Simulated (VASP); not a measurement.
A run of VASP 6.6.1 is set up as follows.

The input POSCAR:

```
SiC
1.0
   -1.5387796673     -2.6652445653      0.0000000000
    1.5387796672     -2.6652445654      0.0000000000
   -0.1538779667     -0.2665244565     10.0767691650
Si C
4 4
Direct
    0.2739295714      0.3333333333      0.5940376193
    0.6572629047      0.6666666667      0.0940376193
   -0.0344093182      0.0000000000      0.3440931819
   -0.0844093182      0.0000000000      0.8440931819
    0.2927329329      0.3333333333      0.4060040042
    0.5760662662      0.6666666667      0.9060040042
    0.9843335805      0.0000000000      0.1566641945
    0.9343335806      0.0000000000      0.6566641945
```

The input INCAR.step1:

```
PREC = Accurate
ENCUT = 520
ISMEAR = 0
SIGMA = 0.05
LREAL = F
LASPH = T
NELM = 60
NBANDS = 26
GGA = PE
ALGO = Normal
EDIFF = 1E-4
LWAVE = T
LCHARG = F
```

INCAR.step2

```
PREC = Accurate
ENCUT = 520
EDIFF = 1E-6
ISMEAR = 0
SIGMA = 0.05
LREAL = F
LASPH = T
NELM = 60
ALGO = Normal
ISIF = 2
LWAVE = F
LCHARG = F
METAGGA = R2SCAN
LMIXTAU = T
NBANDS = 26
ISTART = 1
```

Contents of KPOINTS:

```
regular mesh
0
Gamma
  8 8 3
```

Potentials or basis: VASP PAW PBE potentials, release 64 (Si, C).

Run with:

```bash
$ cat potpaw_PBE.64/Si/POTCAR potpaw_PBE.64/C/POTCAR > POTCAR
$ cp INCAR.step1 INCAR
$ mpirun -np 1 vasp_std > vasp.out
$ cp INCAR.step2 INCAR
$ mpirun -np 1 vasp_std > vasp.out
```

**Question.** Predict the largest force.

**Answer.** 0.909 eV/Å.

**Question.** Estimate the pressure.

**Answer.** -0.4 GPa.

Forces in eV/Å, atoms in the order of the input:
```
Si   0.014  0.021  0.018
Si   0.411  0.801 -0.123
Si   0.049  0.058  0.032
Si  -0.011 -0.109 -0.046
C    0.003  0.005 -0.015
C   -0.470 -0.680  0.136
C    0.047 -0.033  0.024
C   -0.044 -0.064 -0.025
```

Caveat: the PAW data sets were made with another functional, which shifts forces and pressure a little.
